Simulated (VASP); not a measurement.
Input of a VASP 6.6.1 run:

The input INCAR:

```
PREC     = Accurate       # precision mode
ENCUT    = 520            # plane-wave cutoff, eV
EDIFF    = 1E-6           # SCF threshold, eV
ISMEAR   = 0              # smearing method
SIGMA    = 0.1            # smearing width, eV
LREAL    = False          # projectors in reciprocal space
LASPH    = True           # aspherical terms in the spheres
NELM     = 80             # most SCF steps
ALGO     = Normal         # electronic algorithm
ISIF     = 2              # what is computed and relaxed
LWAVE    = False          # write WAVECAR
LCHARG   = False          # write CHGCAR
GGA      = PE             # functional
NBANDS   = 25             # bands
```

The input KPOINTS:

```
Automatic mesh
0
Gamma
  4 4 4
```

POSCAR

```
Be2Cd2S
1.0
   -2.8036864868      2.8036864868      2.9584609517
    2.8036864868     -2.8036864868      2.9584609517
    2.8036864868      2.8036864868     -2.9584609517
Be Cd S
2 2 1
Direct
    0.6716695995      0.6716695995      0.0000000000
    0.3283304005      0.3283304005      0.0000000000
    0.5000000000      0.0000000000      0.5000000000
    0.0000000000      0.5000000000      0.5000000000
    0.0000000000      0.0000000000      0.0000000000
```

Potentials or basis: VASP PAW PBE potentials, release 64 (Be, Cd, S).

Run with:

```sh
$ cat potpaw_PBE.64/Be/POTCAR potpaw_PBE.64/Cd/POTCAR potpaw_PBE.64/S/POTCAR > POTCAR
$ mpirun -np 1 vasp_std > vasp.out
```

(1) Predict the pressure.

(2) What does it give for the band gap on the k mesh?

(3) Estimate the largest force.

## Answers

(1) 0.1 GPa.

(2) zero (band 17 reaches 3.72 eV, above the bottom of band 18 at 2.83 eV).

(3) 0.023 eV/Å.

Caveat: the k points lie up to 0.40 Å⁻¹ apart.
